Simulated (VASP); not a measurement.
# Tl in VASP: notebook, part 2 of 2

VASP 6.6.1.

## Step 3: Single point, PBEsol (strained)

Input file INCAR:

```
ALGO = Normal
EDIFF = 1E-7
ENCUT = 520
GGA = PS
ISIF = 2
ISMEAR = 0
LASPH = True
LCHARG = True
LELF = True
LREAL = False
LVHAR = True
LWAVE = False
NBANDS = 12
NELM = 80
PREC = Accurate
SIGMA = 0.1
```

Input file KPOINTS:

```
k-points
0
Gamma
  14 14 14
```

Input file POSCAR:

```
Tl
1.0
    0.0000000000      2.4292474609      2.4292474609
    2.4292474609      0.0000000000      2.4292474609
    2.4292474609      2.4292474609      0.0000000000
Tl
1
Direct
    0.0000000000      0.0000000000      0.0000000000
```

Potentials or basis: VASP PAW PBE potentials, release 64 (Tl_d).

Started as:

```console
$ cat potpaw_PBE.64/Tl_d/POTCAR > POTCAR
$ mpirun -np 1 vasp_std > vasp.out
```

OUTCAR:

```text
EDIFF = 1E-7
   ENCUT = 520
   GGA = PS
   ISIF = 2
   ISMEAR = 0
   LASPH = True
   LREAL = False
   NELM = 80
   PREC = Accurate

 ion  position               nearest neighbor table
   1  0.000  0.000  0.000-

  LATTYP: Found a face centered cubic cell.
 ALAT       =     4.8584949218

  Lattice vectors:

 A1 = (   0.0000000000,   2.4292474609,   2.4292474609)
 A2 = (   2.4292474609,   0.0000000000,   2.4292474609)
 A3 = (   2.4292474609,   2.4292474609,   0.0000000000)

Analysis of symmetry for initial positions (statically):
=====================================================================
 Subroutine PRICEL returns:
 Original cell was already a primitive cell.

 Routine SETGRP: Setting up the symmetry group for a
 face centered cubic supercell.

 Subroutine GETGRP returns: Found 48 space group operations
[... 9 lines left out ...]

 Routine SETGRP: Setting up the symmetry group for a
 face centered cubic supercell.

 Subroutine GETGRP returns: Found 48 space group operations
[... 11 lines left out ...]
                                     Primitive cell

  volume of cell :      28.6712

  direct lattice vectors                    reciprocal lattice vectors
[... 136 lines left out ...]
 val. band max:        6.3016243572   @ k =  -0.2857   0.4286   0.2143
 cond. band min:       6.3271505028   @ k =  -0.3571   0.4286   0.2143
 fundamental gap:      0.0255261455
 Fermi energy:         6.3037929002

 k-point     1 :       0.0000    0.0000    0.0000
  band No.  band energies     occupation
      1      -5.1817      2.00000
      2      -5.1817      2.00000
      3      -5.1817      2.00000
      4      -4.9038      2.00000
      5      -4.9038      2.00000
      6      -3.6926      2.00000
      7      16.6125      0.00000
      8      16.6125      0.00000
      9      16.6125      0.00000
     10      17.2843      0.00000
     11      20.6250      0.00000
     12      21.4164      0.00000
[... 331 lines left out ...]
 k-point    24 :       0.2857    0.1429    0.0000
  band No.  band energies     occupation
      1      -5.2931      2.00000
      2      -5.0872      2.00000
      3      -5.0229      2.00000
      4      -4.9750      2.00000
      5      -4.7783      2.00000
      6      -2.0337      2.00000
      7       9.9800      0.00000
      8      13.5288      0.00000
      9      14.0778      0.00000
     10      16.4625      0.00000
     11      18.3764      0.00000
     12      22.5470      0.00000

 [... further k-points ...]
[... 5 lines left out ...]
  --------------------------------------------------------------------------------------
  -------------------------------------------------------------------------------------
  Total       -0.0779352     -0.0779352     -0.0779352      0.0000000     -0.0000000     -0.0000000
  in kB       -4.3551084     -4.3551084     -4.3551084      0.0000000     -0.0000000     -0.0000000
  external PRESSURE =      -4.3551084 kB  Pullay stress =       0.0000000 kB

 VOLUME and BASIS-vectors are now :
 -----------------------------------------------------------------------------
  energy-cutoff  :      520.00
  volume of cell :       28.67
      direct lattice vectors                 reciprocal lattice vectors
     0.000000000  2.429247461  2.429247461    -0.205825058  0.205825058  0.205825058
     2.429247461  0.000000000  2.429247461     0.205825058 -0.205825058  0.205825058
     2.429247461  2.429247461  0.000000000     0.205825058  0.205825058 -0.205825058

 POSITION                                       TOTAL-FORCE (eV/Angst)
 -----------------------------------------------------------------------------------
      0.00000      0.00000      0.00000         0.000000      0.000000      0.000000
 -----------------------------------------------------------------------------------
    total drift:                               -0.000000     -0.000000     -0.000000

  FREE ENERGIE OF THE ION-ELECTRON SYSTEM (eV)
  ---------------------------------------------------
  free  energy   TOTEN  =        -2.6158130876 eV

  energy  without entropy=       -2.6126623218  energy(sigma->0) =       -2.61423770
```

stdout:

```text
POSCAR found type information on POSCAR Tl
 POSCAR found :  1 types and       1 ions
 scaLAPACK will be used
 -----------------------------------------------------------------------------
|                                                                             |
|                                                                             |
|     You enforced a specific xc type in the INCAR file but a different       |
|     I HOPE YOU KNOW WHAT YOU ARE DOING!                                     |
|                                                                             |
 -----------------------------------------------------------------------------

 LDA part: xc-table for (Slater+PW92), standard interpolation
 POSCAR, INCAR and KPOINTS ok, starting setup
 FFT: planning ... GRIDC
 FFT: planning ... GRID_SOFT
 FFT: planning ... GRID
 WAVECAR not read
 entering main loop
```

It took 31 s on 1 thread of Intel Xeon 6975P-C (Granite Rapids), shared host; peak memory 0.18 GiB.

What came out:

| Property | Result |
| --- | --- |
| Free energy | -2.6158 eV |
| Pressure | -0.4 GPa |

Caveat: the cell differs from its parent crystal (strained); the PAW data sets were made with another functional, which shifts forces and pressure a little; spin-orbit coupling is left out, which moves the levels of the heavy elements.

## Step 4: Single point, PBEsol (strained)

Input file INCAR:

```
SYSTEM = Tl
PREC = Accurate
ENCUT = 520
EDIFF = 1E-7
ISMEAR = 0
SIGMA = 0.1
LREAL = .FALSE.
LASPH = .TRUE.
NELM = 60
ALGO = Normal
ISIF = 2
LWAVE = .FALSE.
LCHARG = .FALSE.
GGA = PS
NBANDS = 12
```

Input file KPOINTS:

```
regular mesh
0
G
  14 14 14
  0 0 0
```

Input file POSCAR:

```
Tl
1.0
    0.0000000000      2.4730496812      2.4730496812
    2.4730496812      0.0000000000      2.4730496812
    2.4730496812      2.4730496812      0.0000000000
Tl
1
Direct
    0.0000000000      0.0000000000      0.0000000000
```

Started as:

```console
$ cat potpaw_PBE.64/Tl_d/POTCAR > POTCAR
$ mpirun -np 1 vasp_std > vasp.out
```

It took 25 s on 1 thread of Intel Xeon 6975P-C (Granite Rapids), shared host; peak memory 0.18 GiB.

It converged, with:

| Item | Value |
| --- | --- |
| Free energy | -2.6040 eV |
| Pressure | -2.0 GPa |

Levels at points of the mesh, in eV from the Fermi level:
| k point | band 4 | band 5 | band 6 | band 7 | band 8 | band 9 |
| --- | --- | --- | --- | --- | --- | --- |
| (0.00, 0.00, 0.00) | -11.19 | -11.19 | -9.65 | 9.84 | 9.84 | 9.84 |
| (0.50, 0.00, 0.00) | -10.97 | -10.97 | -5.30 | -2.67 | 7.88 | 7.88 |
| (0.50, 0.50, 0.00) | -10.91 | -10.91 | -3.70 | -1.64 | 3.97 | 3.97 |

Caveat: the cell differs from its parent crystal (strained); the PAW data sets were made with another functional, which shifts forces and pressure a little; spin-orbit coupling is left out, which moves the levels of the heavy elements.

## Step 5: Single point, PBEsol (the cell strained at random)

Input file INCAR:

```
SYSTEM = Tl
  PREC = Accurate
  ENCUT = 520
  EDIFF = 1E-6
  ISMEAR = 0
  SIGMA = 0.1
  LREAL = .FALSE.
  LASPH = .TRUE.
  NELM = 60
  ALGO = Fast
  ISIF = 2
  LWAVE = .FALSE.
  LCHARG = .FALSE.
  GGA = PS
  NBANDS = 12
```

Input file KPOINTS:

```
Automatic mesh
0
G
  12 12 12
  0 0 0
```

Input file POSCAR:

```
Tl
1.0
    0.0102846429      2.5355221046      2.5279011102
    2.5283203882      0.0183989056      2.5197868475
    2.5426991576      2.5417866113      0.0040201362
Tl
1
Direct
    0.0000000000      0.0000000000      0.0000000000
```

Started as:

```console
$ cat potpaw_PBE.64/Tl_d/POTCAR > POTCAR
$ mpirun -np 1 vasp_std > vasp.out
```

Wall time 3.7 min (1 thread of Intel Xeon 6975P-C (Granite Rapids), shared host); peak memory 0.42 GiB.

It converged, with:

```
Free energy : -2.5683 eV
Pressure    : -3.4 GPa
```

Levels at points of the mesh, in eV from the Fermi level:
```csv
k point,band 3,band 4,band 5,band 6,band 7,band 8,band 9,band 10,band 11,band 12
"(0.00, 0.00, 0.00)",-11.30,-11.10,-11.10,-9.19,9.24,9.34,9.49,10.84,12.89,13.95
"(0.50, 0.00, 0.00)",-11.28,-10.92,-10.91,-5.23,-2.36,7.45,7.57,10.24,11.27,12.59
"(0.00, 0.50, 0.00)",-11.29,-10.91,-10.91,-5.18,-2.34,7.40,7.48,10.20,11.20,12.56
"(0.50, 0.50, 0.00)",-10.93,-10.87,-10.87,-3.77,-1.37,3.76,3.99,6.96,8.35,19.34
"(0.00, 0.00, 0.50)",-11.29,-10.92,-10.91,-5.27,-2.37,7.55,7.58,10.26,11.34,12.69
"(0.50, 0.00, 0.50)",-10.93,-10.87,-10.87,-3.80,-1.40,3.89,3.93,7.00,8.38,19.37
"(0.00, 0.50, 0.50)",-10.93,-10.87,-10.87,-3.81,-1.40,3.86,3.97,7.00,8.38,19.38
"(0.50, 0.50, 0.50)",-11.29,-10.92,-10.91,-5.30,-2.38,7.58,7.62,10.28,11.38,12.72
```

Caveat: the cell differs from its parent crystal (the cell strained at random); the PAW data sets were made with another functional, which shifts forces and pressure a little; spin-orbit coupling is left out, which moves the levels of the heavy elements.

## Step 6: Summary

| cell | k mesh | gap on the mesh (eV) | pressure (GPa) |
| --- | --- | --- | --- |
| a = 3.399 Å, angles 60.0°, 1 atom | 14 × 14 × 14 | none | 0.8 |
| a = 3.435 Å, angles 60.0°, 1 atom | 14 × 14 × 14 | none | -0.4 |
| a = 3.497 Å, angles 60.0°, 1 atom | 14 × 14 × 14 | none | -2.0 |
| a = 3.580, b = 3.570, c = 3.595 Å, angles 59.6, 59.8, 59.7°, 1 atom | 12 × 12 × 12 | none | -3.4 |

Alike in all rows: task single point; level PBEsol; potentials or basis VASP PAW PBE potentials, release 64 (Tl_d); no spin polarisation; cutoff (eV) 520; smearing gaussian 0.1 eV.

Caveats: the PAW data sets were made with another functional, which shifts forces and pressure a little; spin-orbit coupling is left out, which moves the levels of the heavy elements.

Total energies depend on the potentials used, so only differences within one code and one set of settings carry meaning.
